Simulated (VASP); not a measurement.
# Sn (Fd-3m) in VASP: notebook

Sn is run at these levels: LDA; tasks: single point, relaxation of volume and atoms at fixed shape.

All numbers are computed with VASP 6.6.1; they aren't measurements. Logs are shortened: lines on timing, memory, paths and dates and some standing lists are left out, and cuts for length are marked.

## (1) The cell of the first run

The structure is cubic, space group Fd-3m (No. 227). Conventional cell: a = 6.474 Å, b = 6.474 Å, c = 6.474 Å, α = 90.00°, β = 90.00°, γ = 90.00°. Sn (site symmetry -43m) has 4 Sn at 2.80 Å within 3.7 Å.

This isn't the form of Sn at room conditions, which is tetragonal (white tin).

## (2) Single point, LDA

File INCAR:

```
PREC = Accurate
ENCUT = 500
EDIFF = 1E-6
ISMEAR = 1
SIGMA = 0.02
LREAL = False
LASPH = True
NELM = 120
ALGO = Normal
ISIF = 2
LWAVE = False
LCHARG = False
NBANDS = 21
GGA_COMPAT = False
```

File KPOINTS:

```
Automatic mesh
0
Gamma
  11 11 11
```

File POSCAR:

```
Sn
1.0
    0.0000000000      3.2367978519      3.2367978519
    3.2367978519      0.0000000000      3.2367978519
    3.2367978519      3.2367978519      0.0000000000
Sn
2
Direct
    0.5000000000      0.5000000000      0.5000000000
    0.7500000000      0.7500000000      0.7500000000
```

Potentials or basis: VASP PAW LDA potentials, release 64 (Sn_d).

On the command line:

```console
$ cat potpaw_LDA.64/Sn_d/POTCAR > POTCAR
$ mpirun -np 1 vasp_std > vasp.out
```

OUTCAR:

```text
PREC = Accurate
   ENCUT = 500
   EDIFF = 1E-6
   ISMEAR = 1
   LREAL = False
   LASPH = True
   NELM = 120
   ISIF = 2

 ion  position               nearest neighbor table
   1  0.500  0.500  0.500-   2 2.80   2 2.80   2 2.80   2 2.80
   2  0.750  0.750  0.750-   1 2.80   1 2.80   1 2.80   1 2.80

  LATTYP: Found a face centered cubic cell.
 ALAT       =     6.4735957038

  Lattice vectors:

 A1 = (   0.0000000000,   3.2367978519,   3.2367978519)
 A2 = (   3.2367978519,   0.0000000000,   3.2367978519)
 A3 = (   3.2367978519,   3.2367978519,   0.0000000000)

Analysis of symmetry for initial positions (statically):
=====================================================================
 Subroutine PRICEL returns:
 Original cell was already a primitive cell.

 Routine SETGRP: Setting up the symmetry group for a
 face centered cubic supercell.

 Subroutine GETGRP returns: Found 48 space group operations
 (whereof 24 operations were pure point group operations)
 out of a pool of 48 trial point group operations.

The static configuration has the point symmetry T_d .
 The point group associated with its full space group is O_h .

Analysis of symmetry for dynamics (positions and initial velocities):
=====================================================================
 Subroutine PRICEL returns:
 Original cell was already a primitive cell.

 Routine SETGRP: Setting up the symmetry group for a
 face centered cubic supercell.

 Subroutine GETGRP returns: Found 48 space group operations
 (whereof 24 operations were pure point group operations)
 out of a pool of 48 trial point group operations.

The dynamic configuration has the point symmetry T_d .
 The point group associated with its full space group is O_h .

 Subroutine INISYM returns: Found 48 space group operations
 (whereof 24 operations are pure point group operations),
 and found     1 'primitive' translations

----------------------------------------------------------------------------------------

                                     Primitive cell

  volume of cell :      67.8230

  direct lattice vectors                    reciprocal lattice vectors
     0.000000000  3.236797852  3.236797852    -0.154473657  0.154473657  0.154473657
     3.236797852  0.000000000  3.236797852     0.154473657 -0.154473657  0.154473657
     3.236797852  3.236797852  0.000000000     0.154473657  0.154473657 -0.154473657

  length of vectors
     4.577523421  4.577523421  4.577523421     0.267556222  0.267556222  0.267556222

  position of ions in fractional coordinates (direct lattice)
     0.500000000  0.500000000  0.500000000
     0.750000000  0.750000000  0.750000000

  ion indices of the primitive-cell ions
   primitive index   ion index
                 1           1
                 2           2

----------------------------------------------------------------------------------------

 KPOINTS: Automatic mesh

Automatic generation of k-mesh.
 Grid dimensions read from file:
 generate k-points for:   11   11   11

 Generating k-lattice:

  Cartesian coordinates                     Fractional coordinates (reciprocal lattice)
    -0.014043060  0.014043060  0.014043060     0.090909091  0.000000000  0.000000000
     0.014043060 -0.014043060  0.014043060     0.000000000  0.090909091  0.000000000
     0.014043060  0.014043060 -0.014043060     0.000000000  0.000000000  0.090909091

  Length of vectors
     0.024323293  0.024323293  0.024323293

  Shift w.r.t. Gamma in fractional coordinates (k-lattice)
     0.000000000  0.000000000  0.000000000

 Subroutine IBZKPT returns following result:
 ===========================================

 Found     56 irreducible k-points:

 Following reciprocal coordinates:
            Coordinates               Weight
  0.000000  0.000000  0.000000      1.000000
  0.090909  0.000000  0.000000      8.000000
  0.181818  0.000000  0.000000      8.000000
  0.272727  0.000000  0.000000      8.000000
  0.363636  0.000000  0.000000      8.000000
  0.454545  0.000000  0.000000      8.000000
[... 16 lines left out ...]
 -0.272727  0.181818  0.000000     24.000000
 -0.181818  0.181818  0.000000     12.000000
 [... further k-points ...]
   k-points           NKPTS =     56   k-points in BZ     NKDIM =     56   number of bands    NBANDS=     21
   number of dos      NEDOS =    301   number of ions     NIONS =      2
   total plane-waves  NPLWV =  46656
   dimension x,y,z NGX =    36 NGY =   36 NGZ =   36
   dimension x,y,z NGXF=    72 NGYF=   72 NGZF=   72
   ions per type =               2
   NGX,Y,Z   is equivalent  to a cutoff of  13.07, 13.07, 13.07 a.u.
   NGXF,Y,Z  is equivalent  to a cutoff of  26.15, 26.15, 26.15 a.u.
 SYSTEM =  unknown system
   PREC   = accura    normal or accurate (medium, high low for compatibility)
   ISTART =      0    job   : 0-new  1-cont  2-samecut
   ICHARG =      2    charge: 1-file 2-atom 10-const
   ISPIN  =      1    spin polarized calculation?
   LNONCOLLINEAR =      F non collinear calculations
   LSORBIT =      F    spin-orbit coupling
   LASPH  =      T    aspherical Exc in radial PAW
   ENCUT  =  500.0 eV  36.75 Ry    6.06 a.u.   8.35  8.35  8.35*2*pi/ulx,y,z
   NELM   =    120;   NELMIN=  2; NELMDL= -5     # of ELM steps
   EDIFF  = 0.1E-05   stopping-criterion for ELM
   LREAL  =      F    real-space projection
   EDIFFG = 0.1E-04   stopping-criterion for IOM
   NSW    =      0    number of steps for IOM
   IBRION =     -1    ionic relax: 0-MD 1-quasi-New 2-CG
   NFREE  =      0    steps in history (QN), initial steepest desc. (CG)
   ISIF   =      2    stress and relaxation
   ISYM   =      2    0-nonsym 1-usesym 2-fastsym
   POTIM  = 0.5000    time-step for ionic-motion
   TEBEG  =    0.0;   TEEND  =   0.0 temperature during run
   PSTRESS=    0.0 pullay stress
   NELECT =      28.0000    total number of electrons
   NUPDOWN=      -1.0000    fix difference up-down
   EMIN   =  10.00;   EMAX   =-10.00  energy-range for DOS
   EFERMI =   0.00;   METHOD = LEGACY
   ISMEAR =     1;   SIGMA  =   0.02  broadening in eV -4-tet -1-fermi 0-gaus
   EFERMI_NEDOS =   21; number of points for ismear=-14 and -15
   IALGO  =     38    algorithm
   IMIX   =      4    mixing-type and parameters
     AMIX     =   0.40;   BMIX     =  1.00
     AMIX_MAG =   1.60;   BMIX_MAG =  1.00
  volume/ion in A,a.u.               =      33.91       228.85
  Fermi-wavevector in a.u.,A,eV,Ry     =   1.218995  2.303567 20.217562  1.485949
  Thomas-Fermi vector in A             =   2.354262
   LORBIT       =      0    0 simple, 1 ext, 2 COOP (PROOUT), +10 PAW based schemes
   GGA     = CA    functional components
   LHFCALC =     F    Hartree Fock is set to
   AEXX    =    0.0000 exact exchange contribution
   IVDW    =     0    specifies the selected vdW correction
   LEPSILON=     F    determine dielectric tensor
   LRPA    =     F    only Hartree local field effects (RPA)
 non-spin polarized calculation
 Methfessel and Paxton  Order N= 1 SIGMA  =   0.02
  energy-cutoff  :      500.00
  volume of cell :       67.82
 maximum number of plane-waves:      1759
 NGX is ok and might be reduce to    36
   NGX = 17   NGY = 17   NGZ = 17

 number of electron      28.0000006 magnetization

 Free energy of the ion-electron system (eV)
  ---------------------------------------------------
  ext. energy  EPLUGINS =         0.00000000
  ---------------------------------------------------
  free energy    TOTEN  =        -8.94093238 eV

  energy without entropy =       -8.94088321  energy(sigma->0) =       -8.94091599

 E-fermi :   5.3735     XC(G=0):  -9.2258

 val. band max:        5.3724788418   @ k =   0.4545   0.0000   0.0000
 cond. band min:       5.4768026043   @ k =   0.3636   0.0000   0.0000
 fundamental gap:      0.1043237625
 Fermi energy:         5.3735341905

 k-point     1 :       0.0000    0.0000    0.0000
  band No.  band energies     occupation
      1     -16.1829      2.00000
      2     -16.1829      2.00000
      3     -16.1829      2.00000
      4     -16.1203      2.00000
      5     -16.1203      2.00000
      6     -15.8020      2.00000
[... 13 lines left out ...]
     20      13.5038      0.00000
     21      13.5038      0.00000

 k-point     2 :       0.0909    0.0000    0.0000
  band No.  band energies     occupation
      1     -16.1895      2.00000
      2     -16.1895      2.00000
      3     -16.1808      2.00000
      4     -16.1112      2.00000
      5     -16.1112      2.00000
      6     -15.8170      2.00000
[... 13 lines left out ...]
     20      12.7813      0.00000
     21      12.7813      0.00000

 k-point     3 :       0.1818    0.0000    0.0000
  band No.  band energies     occupation
      1     -16.2014      2.00000
      2     -16.2014      2.00000
      3     -16.1751      2.00000
      4     -16.0928      2.00000
      5     -16.0928      2.00000
      6     -15.8352      2.00000
[... 13 lines left out ...]
     20      12.3397      0.00000
     21      12.3397      0.00000

 k-point     4 :       0.2727    0.0000    0.0000
  band No.  band energies     occupation
      1     -16.2112      2.00000
      2     -16.2112      2.00000
      3     -16.1675      2.00000
      4     -16.0755      2.00000
      5     -16.0755      2.00000
      6     -15.8497      2.00000
[... 13 lines left out ...]
     20      12.4252      0.00000
     21      12.4252      0.00000

 k-point     5 :       0.3636    0.0000    0.0000
  band No.  band energies     occupation
      1     -16.2172      2.00000
      2     -16.2172      2.00000
      3     -16.1603      2.00000
      4     -16.0638      2.00000
      5     -16.0638      2.00000
      6     -15.8585      2.00000
[... 13 lines left out ...]
     20      13.0639      0.00000
     21      13.0639      0.00000

 k-point     6 :       0.4545    0.0000    0.0000
  band No.  band energies     occupation
      1     -16.2198      2.00000
      2     -16.2198      2.00000
      3     -16.1558      2.00000
      4     -16.0585      2.00000
      5     -16.0585      2.00000
      6     -15.8621      2.00000
[... 13 lines left out ...]
     20      13.9910      0.00000
     21      13.9910      0.00000

 k-point     7 :       0.0909    0.0909    0.0000
  band No.  band energies     occupation
      1     -16.1884      2.00000
      2     -16.1877      2.00000
      3     -16.1877      2.00000
      4     -16.1135      2.00000
      5     -16.1018      2.00000
      6     -15.8378      2.00000
[... 13 lines left out ...]
     20      12.0454      0.00000
     21      13.5952      0.00000
[... 291 lines left out ...]
      1     -16.2422      2.00000
      2     -16.2236      2.00000
      3     -16.1358      2.00000
      4     -16.0432      2.00000
      5     -16.0176      2.00000
      6     -15.9297      2.00000
[... 13 lines left out ...]
     20      14.3343      0.00000
     21      14.6316      0.00000

 k-point    21 :      -0.4545    0.1818    0.0000
  band No.  band energies     occupation
      1     -16.2470      2.00000
      2     -16.2282      2.00000
      3     -16.1205      2.00000
      4     -16.0299      2.00000
      5     -16.0281      2.00000
      6     -15.9137      2.00000
[... 13 lines left out ...]
     20      13.6895      0.00000
     21      13.8179      0.00000

 k-point    22 :      -0.3636    0.1818    0.0000
  band No.  band energies     occupation
      1     -16.2446      2.00000
      2     -16.2300      2.00000
      3     -16.1177      2.00000
      4     -16.0463      2.00000
      5     -16.0238      2.00000
      6     -15.8986      2.00000
[... 13 lines left out ...]
     20      12.6665      0.00000
     21      13.7935      0.00000

 k-point    23 :      -0.2727    0.1818    0.0000
  band No.  band energies     occupation
      1     -16.2350      2.00000
      2     -16.2282      2.00000
      3     -16.1297      2.00000
      4     -16.0639      2.00000
      5     -16.0306      2.00000
      6     -15.8961      2.00000
[... 13 lines left out ...]
     20      12.9854      0.00000
     21      14.5278      0.00000

 k-point    24 :      -0.1818    0.1818    0.0000
  band No.  band energies     occupation
      1     -16.2221      2.00000
      2     -16.2203      2.00000
      3     -16.1507      2.00000
      4     -16.0776      2.00000
      5     -16.0496      2.00000
      6     -15.8807      2.00000
[... 13 lines left out ...]
     20      12.9378      0.00000
     21      13.2950      0.00000

 [... further k-points ...]
[... 5 lines left out ...]
  --------------------------------------------------------------------------------------
  -------------------------------------------------------------------------------------
  Total        0.0022699      0.0022699      0.0022699      0.0000000     -0.0000000      0.0000000
  in kB        0.0536225      0.0536225      0.0536225      0.0000000     -0.0000000      0.0000000
  external PRESSURE =       0.0536225 kB  Pullay stress =       0.0000000 kB

 VOLUME and BASIS-vectors are now :
 -----------------------------------------------------------------------------
  energy-cutoff  :      500.00
  volume of cell :       67.82
      direct lattice vectors                 reciprocal lattice vectors
     0.000000000  3.236797852  3.236797852    -0.154473657  0.154473657  0.154473657
     3.236797852  0.000000000  3.236797852     0.154473657 -0.154473657  0.154473657
     3.236797852  3.236797852  0.000000000     0.154473657  0.154473657 -0.154473657

 POSITION                                       TOTAL-FORCE (eV/Angst)
 -----------------------------------------------------------------------------------
      3.23680      3.23680      3.23680        -0.000000     -0.000000     -0.000000
      4.85520      4.85520      4.85520         0.000000      0.000000      0.000000
 -----------------------------------------------------------------------------------
    total drift:                                0.000000      0.000000      0.000000

  FREE ENERGIE OF THE ION-ELECTRON SYSTEM (eV)
  ---------------------------------------------------
  free  energy   TOTEN  =        -8.9409323808 eV

  energy  without entropy=       -8.9408832100  energy(sigma->0) =       -8.94091599
```

Run time: 31 s. Hardware: 1 thread of Intel Xeon 6975P-C (Granite Rapids), shared host; peak memory 0.2 GiB.

Results:

```
Free energy            : -8.9409 eV
Pressure               : 0.0 GPa
Band gap on the k mesh : zero (bands 14 and 15 overlap by 0.16 eV)
```

Levels at points of the mesh, in eV from the Fermi level:
```tsv
k point	band 12	band 13	band 14	band 15	band 16	band 17
(0.00, 0.00, 0.00)	-0.67	0.16	0.16	0.16	2.22	2.22
```

Caveat: spin-orbit coupling is left out, which moves the levels of the heavy elements.

(Part 1 of 2 ends here.)
